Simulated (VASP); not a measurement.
# Ti3Al4Ni (P4/mmm) in VASP: further runs

The runs below take Ti3Al4Ni through single point, relaxation of cell and atoms, with PBE.

All numbers are computed with VASP 6.6.1; they aren't measurements. Logs are shortened: lines on timing, memory, paths and dates and some standing lists are left out, and cuts for length are marked.

## (1) The cell of the first run

The structure is tetragonal, space group P4/mmm (No. 123). The conventional cell has a = 5.820 Å, b = 5.820 Å, c = 3.620 Å, α = 90.00°, β = 90.00°, γ = 90.00°. Ti (site symmetry 4/mmm) has 8 Al at 2.86 Å and 6 Ti at 2.91 to 3.62 Å within 3.8 Å. Ti (site symmetry mmm) has 8 Al at 2.74 Å and 4 Ti at 2.91 to 3.62 Å and 2 Ni at 2.91 Å within 3.7 Å. Al (site symmetry m2m) has 2 Ni at 2.63 Å and 7 Al at 2.69 to 3.81 Å and 6 Ti at 2.74 to 2.86 Å within 3.9 Å. Ni (site symmetry 4/mmm) has 8 Al at 2.63 Å and 4 Ti at 2.91 Å and 2 Ni at 3.62 Å within 3.7 Å.

## (2) Single point, PBE

Input file INCAR:

```
SYSTEM = Ti3Al4Ni
PREC = Accurate
ENCUT = 520
EDIFF = 1E-6
ISMEAR = 0
SIGMA = 0.1
LREAL = .False.
LASPH = .True.
NELM = 100
ALGO = Fast
ISIF = 2
LWAVE = .False.
LCHARG = .False.
GGA = PE
NBANDS = 39
```

Input file KPOINTS:

```
Automatic mesh
0
Gamma
  6 6 10
  0 0 0
```

Input file POSCAR:

```
Ti3Al4Ni
1.0
    5.8200009428      0.0000000000      0.0000000000
    0.0000000000      5.8200009428      0.0000000000
    0.0000000000      0.0000000000      3.6196496689
Ti Al Ni
3 4 1
Direct
    0.0000000000      0.0000000000      0.5000000000
    0.0000000000      0.5000000000      0.5000000000
    0.5000000000      0.0000000000      0.5000000000
    0.7314972692      0.7314972692      0.0000000000
    0.7314972692      0.2685027308      0.0000000000
    0.2685027308      0.7314972692      0.0000000000
    0.2685027308      0.2685027308      0.0000000000
    0.5000000000      0.5000000000      0.5000000000
```

Potentials or basis: VASP PAW PBE potentials, release 64 (Ti_sv, Al, Ni).

On the command line:

```sh
> cat potpaw_PBE.64/Ti_sv/POTCAR potpaw_PBE.64/Al/POTCAR potpaw_PBE.64/Ni/POTCAR > POTCAR
> mpirun -np 1 vasp_std > vasp.out
```

OUTCAR:

```text
SYSTEM = Ti3Al4Ni
   PREC = Accurate
   ENCUT = 520
   EDIFF = 1E-6
   ISMEAR = 0
   LREAL = .False.
   LASPH = .True.
   NELM = 100
   ISIF = 2
   GGA = PE

 ion  position               nearest neighbor table
   1  0.000  0.000  0.500-   4 2.86   5 2.86   6 2.86   7 2.86   4 2.86   5 2.86   6 2.86   7 2.86
                             2 2.91   3 2.91   2 2.91   3 2.91
   2  0.000  0.500  0.500-   4 2.74   5 2.74   6 2.74   7 2.74   4 2.74   5 2.74   6 2.74   7 2.74
                             1 2.91   8 2.91   1 2.91   8 2.91
   3  0.500  0.000  0.500-   4 2.74   5 2.74   6 2.74   7 2.74   4 2.74   5 2.74   6 2.74   7 2.74
                             1 2.91   8 2.91   8 2.91   1 2.91
   4  0.731  0.731  0.000-   8 2.63   8 2.63   5 2.69   6 2.69   2 2.74   2 2.74   3 2.74   3 2.74
                             1 2.86   1 2.86   6 3.13   5 3.13
   5  0.731  0.269  0.000-   8 2.63   8 2.63   4 2.69   7 2.69   2 2.74   2 2.74   3 2.74   3 2.74
                             1 2.86   1 2.86   7 3.13   4 3.13
   6  0.269  0.731  0.000-   8 2.63   8 2.63   4 2.69   7 2.69   2 2.74   2 2.74   3 2.74   3 2.74
                             1 2.86   1 2.86   7 3.13   4 3.13
   7  0.269  0.269  0.000-   8 2.63   8 2.63   5 2.69   6 2.69   2 2.74   2 2.74   3 2.74   3 2.74
                             1 2.86   1 2.86   6 3.13   5 3.13
   8  0.500  0.500  0.500-   4 2.63   5 2.63   6 2.63   7 2.63   4 2.63   5 2.63   6 2.63   7 2.63
                             2 2.91   3 2.91   3 2.91   2 2.91

  LATTYP: Found a simple tetragonal cell.
 ALAT       =     5.8200009428
 C/A-ratio  =     0.6219328321

  Lattice vectors:

 A1 = (   5.8200009428,   0.0000000000,   0.0000000000)
 A2 = (   0.0000000000,   5.8200009428,   0.0000000000)
 A3 = (   0.0000000000,   0.0000000000,   3.6196496689)

Analysis of symmetry for initial positions (statically):
=====================================================================
 Subroutine PRICEL returns:
 Original cell was already a primitive cell.

 Routine SETGRP: Setting up the symmetry group for a
 simple tetragonal supercell.

 Subroutine GETGRP returns: Found 16 space group operations
 (whereof 16 operations were pure point group operations)
 out of a pool of 16 trial point group operations.

The static configuration has the point symmetry D_4h.

Analysis of symmetry for dynamics (positions and initial velocities):
=====================================================================
 Subroutine PRICEL returns:
 Original cell was already a primitive cell.

 Routine SETGRP: Setting up the symmetry group for a
 simple tetragonal supercell.

 Subroutine GETGRP returns: Found 16 space group operations
[... 125 lines left out ...]
   PSTRESS=    0.0 pullay stress
   NELECT =      58.0000    total number of electrons
   NUPDOWN=      -1.0000    fix difference up-down
   EMIN   =  10.00;   EMAX   =-10.00  energy-range for DOS
   EFERMI =   0.00;   METHOD = LEGACY
   ISMEAR =     0;   SIGMA  =   0.10  broadening in eV -4-tet -1-fermi 0-gaus
   EFERMI_NEDOS =   21; number of points for ismear=-14 and -15
   IALGO  =     68    algorithm
   IMIX   =      4    mixing-type and parameters
     AMIX     =   0.40;   BMIX     =  1.00
     AMIX_MAG =   1.60;   BMIX_MAG =  1.00
  volume/ion in A,a.u.               =      15.33       103.42
  Fermi-wavevector in a.u.,A,eV,Ry     =   1.275596  2.410528 22.138667  1.627146
  Thomas-Fermi vector in A             =   2.408300
   LORBIT       =      0    0 simple, 1 ext, 2 COOP (PROOUT), +10 PAW based schemes
   GGA     = PE    functional components
   LHFCALC =     F    Hartree Fock is set to
   AEXX    =    0.0000 exact exchange contribution
   IVDW    =     0    specifies the selected vdW correction
   LEPSILON=     F    determine dielectric tensor
   LRPA    =     F    only Hartree local field effects (RPA)
 non-spin polarized calculation
 RMM-DIIS sequential band-by-band and
 Gauss-broadening in eV      SIGMA  =   0.10
  energy-cutoff  :      520.00
  volume of cell :      122.61
 maximum number of plane-waves:      3336
 NGX is ok and might be reduce to    48
   NGX = 21   NGY = 21   NGZ = 13

 number of electron      58.0000035 magnetization

 Free energy of the ion-electron system (eV)
  ---------------------------------------------------
  ext. energy  EPLUGINS =         0.00000000
  ---------------------------------------------------
  free energy    TOTEN  =       -47.06377570 eV

  energy without entropy =      -47.03136054  energy(sigma->0) =      -47.04756812

 E-fermi :   8.4407     XC(G=0): -11.1910

 val. band max:        8.4405035264   @ k =   0.3333   0.3333   0.0000
 cond. band min:       8.4431009879   @ k =   0.3333   0.3333   0.1000
 fundamental gap:      0.0025974616
 Fermi energy:         8.4406522725

 k-point     1 :       0.0000    0.0000    0.0000
  band No.  band energies     occupation
      1     -48.2618      2.00000
      2     -48.0940      2.00000
      3     -48.0899      2.00000
      4     -24.6651      2.00000
      5     -24.5787      2.00000
      6     -24.5787      2.00000
[... 997 lines left out ...]
     38      10.7474      0.00000
     39      11.3222      0.00000

 [... further k-points ...]

------------------------ aborting loop because EDIFF is reached ----------------------------------------

  FORCE on cell =-STRESS in cart. coord.  units (eV):
  Direction    XX          YY          ZZ          XY          YZ          ZX
  --------------------------------------------------------------------------------------
  -------------------------------------------------------------------------------------
  Total        0.0014554      0.0014554     -0.0297455      0.0000000      0.0000000      0.0000000
  in kB        0.0190184      0.0190184     -0.3887044      0.0000000      0.0000000      0.0000000
  external PRESSURE =      -0.1168892 kB  Pullay stress =       0.0000000 kB

 VOLUME and BASIS-vectors are now :
 -----------------------------------------------------------------------------
  energy-cutoff  :      520.00
  volume of cell :      122.61
      direct lattice vectors                 reciprocal lattice vectors
     5.820000943  0.000000000  0.000000000     0.171821278  0.000000000  0.000000000
     0.000000000  5.820000943  0.000000000     0.000000000  0.171821278  0.000000000
     0.000000000  0.000000000  3.619649669     0.000000000  0.000000000  0.276269830

 POSITION                                       TOTAL-FORCE (eV/Angst)
 -----------------------------------------------------------------------------------
      0.00000      0.00000      1.80982        -0.000000      0.000000      0.000000
      0.00000      2.91000      1.80982        -0.000000      0.000000      0.000000
      2.91000      0.00000      1.80982        -0.000000      0.000000      0.000000
      4.25731      4.25731      0.00000         0.005685      0.005685      0.000000
      4.25731      1.56269      0.00000         0.005685     -0.005685     -0.000000
      1.56269      4.25731      0.00000        -0.005685      0.005685      0.000000
      1.56269      1.56269      0.00000        -0.005685     -0.005685     -0.000000
      2.91000      2.91000      1.80982        -0.000000      0.000000      0.000000
 -----------------------------------------------------------------------------------
    total drift:                                0.000000      0.000000     -0.000000

  FREE ENERGIE OF THE ION-ELECTRON SYSTEM (eV)
  ---------------------------------------------------
  free  energy   TOTEN  =       -47.0637756987 eV

  energy  without entropy=      -47.0313605390  energy(sigma->0) =      -47.04756812
```

stdout:

```text
POSCAR found type information on POSCAR TiAlNi
 POSCAR found :  3 types and       8 ions
 scaLAPACK will be used
 LDA part: xc-table for (Slater+PW92), standard interpolation
 POSCAR, INCAR and KPOINTS ok, starting setup
 FFT: planning ... GRIDC
 FFT: planning ... GRID_SOFT
 FFT: planning ... GRID
 WAVECAR not read
 entering main loop
WARNING in EDDRMM: call to ZHEGV failed, returncode =   6  3      5
WARNING in EDDRMM: call to ZHEGV failed, returncode =   6  3     16
WARNING in EDDRMM: call to ZHEGV failed, returncode =   8  4     27
```

It took 20 min on 1 thread of Intel Xeon 8259CL, shared host; peak memory 0.42 GiB.

What came out:

| Property | Result |
| --- | --- |
| Free energy | -47.0638 eV |
| Pressure | 0.0 GPa |
| Largest force | 0.008 eV/Å |
| Band gap on the k mesh | zero (bands 29 and 30 overlap by 0.93 eV) |

Forces on the atoms (eV/Å):
```
Ti   0.000  0.000  0.000
Ti   0.000  0.000  0.000
Ti   0.000  0.000  0.000
Al   0.006  0.006  0.000
Al   0.006 -0.006  0.000
Al  -0.006  0.006  0.000
Al  -0.006 -0.006  0.000
Ni   0.000  0.000  0.000
```

Spin polarisation is off, so any magnetic state and its effect on volume and gap are missing.

(Part 1 of 2 ends here.)
